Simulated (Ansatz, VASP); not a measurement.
**Two plane-wave programs on LaGdH**

INCAR

```
  PREC = Accurate
  ENCUT = 520
  EDIFF = 1E-6
  ISMEAR = -1
  SIGMA = 0.1
  LREAL = F
  LASPH = T
  NELM = 150
  ALGO = Normal
  ISIF = 2
  LWAVE = F
  LCHARG = F
  ISPIN = 2
  MAGMOM = 0 0 0 0 7 7
  LORBIT = 11
  LMAXMIX = 6
  GGA = PE
  NBANDS = 43
```

Contents of KPOINTS:

```
Automatic mesh
0
Gamma
  5 5 4
```

The input POSCAR:

```
LaGdH
1.0
    4.4741148200      0.0000000000      0.0000000000
    0.0000000000      4.4741148200      0.0000000000
    0.0000000000      0.0000000000      6.4000291700
La H Gd
2 2 2
Direct
    0.0000000000      0.5000000000      0.7780000000
    0.5000000000      0.0000000000      0.2220000000
    0.0000000000      0.0000000000      0.5000000000
    0.5000000000      0.5000000000      0.5000000000
    0.0000000000      0.0000000000      0.0000000000
    0.5000000000      0.5000000000      0.0000000000
```

Input for Ansatz:

```yaml
crystal:
  lattice:
    - [4.47411482, 0.0, 0.0]
    - [0.0, 4.47411482, 0.0]
    - [0.0, 0.0, 6.40002917]
  atoms:
    - { symbol: La, position: [0.0, 0.5, 0.778] }
    - { symbol: La, position: [0.5, 0.0, 0.222] }
    - { symbol: H, position: [0.0, 0.0, 0.5] }
    - { symbol: H, position: [0.5, 0.5, 0.5] }
    - { symbol: Gd, position: [0.0, 0.0, 0.0], spin: 7.0 }
    - { symbol: Gd, position: [0.5, 0.5, 0.0], spin: 7.0 }
kpoints:
  mp_grid: { grid: [5, 5, 4], shift: [0, 0, 0] }
magnetization:
  spin_polarized: true
scf:
  occupations: { method: fermi_dirac }
  lower_state_search: "off"
  max_iter: 200
hamiltonian:
  pseudopotentials: { kind: paw }
  xc: pbe
basis:
  ecutwfc: 420
  fft_grid_basis: typed
output:
  forces: true
  stress: true
  eigenvalues: true
  bader: true
  populations: true
  elf: true
  write_potential: true
  volumetric_format: npy
  dos:
    e_range: [-12, 8]
    de: 0.05
    projected: { site_lists: { Gd: [Gd], H: [H], La: [La] } }
checkpoint:
  read: saved_state
```

Alike in both runs: task single point; functional PBE; k mesh 5 × 5 × 4; collinear spin.

|  | VASP | Ansatz |
| --- | --- | --- |
| version | VASP 6.6.1 | Ansatz 0.2.0 |
| potentials or method | VASP PAW PBE potentials, release 64 (La, H, Gd), cutoff 520 eV | PAW plane waves |
| occupations | fermi-dirac, width 0.1 eV | fermi-dirac |
| valence electrons in the cell | 60 | 60 |

|  | VASP | Ansatz | Ansatz less VASP |
| --- | --- | --- | --- |
| pressure (GPa) | 13.4 | 13.2 | -0.24 |
| traceless stress, the component that is largest in VASP (GPa) | -7.45 | -7.38 | +0.061 |
| rms of the force components (eV/Å) | 1.783 | 1.756 | -0.0269 |
| net moment per atom (μB) | 2.23 | 2.23 | 0.000 |
| size of the moment on the site where the two differ most (μB) | 6.54 | 6.63 | +0.094 |

Site moments also hang on the region over which each program counts them. Atom by atom the forces differ by 0.027 eV/Å (rms over components). Ansatz's warnings: stability check not made.

Neither program's run includes spin-orbit coupling.
